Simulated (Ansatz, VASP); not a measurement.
# Two plane-wave programs on Pt

```
Pt
1.0
    -1.61526    1.61526    1.61526
     1.61526   -1.61526    1.61526
     1.61526    1.61526   -1.61526
Pt
1
Cartesian
  0.0000 0.0000 0.0000
```

Alike in both runs: task single point; functional BLYP; k mesh 15 × 15 × 15; occupations fermi-dirac, width 0.1 eV; no spin polarisation.

|  | VASP | Ansatz |
| --- | --- | --- |
| version | VASP 6.6.1 | Ansatz 0.2.0 |
| potentials or method | VASP PAW PBE potentials, release 64 (Pt_sv_GW), cutoff 500 eV | plane waves (420 eV) with PAW, scalar-relativistic |
| valence electrons in the cell | 18 | 18 |

VASP gave:

| Quantity | Value |
| --- | --- |
| pressure (GPa) | -2.0 |

Task: Estimate Ansatz's values.

Result: Pressure (GPa): -0.2.

VASP's potentials were made for PBE, not for BLYP.

Spin-orbit coupling is off throughout.
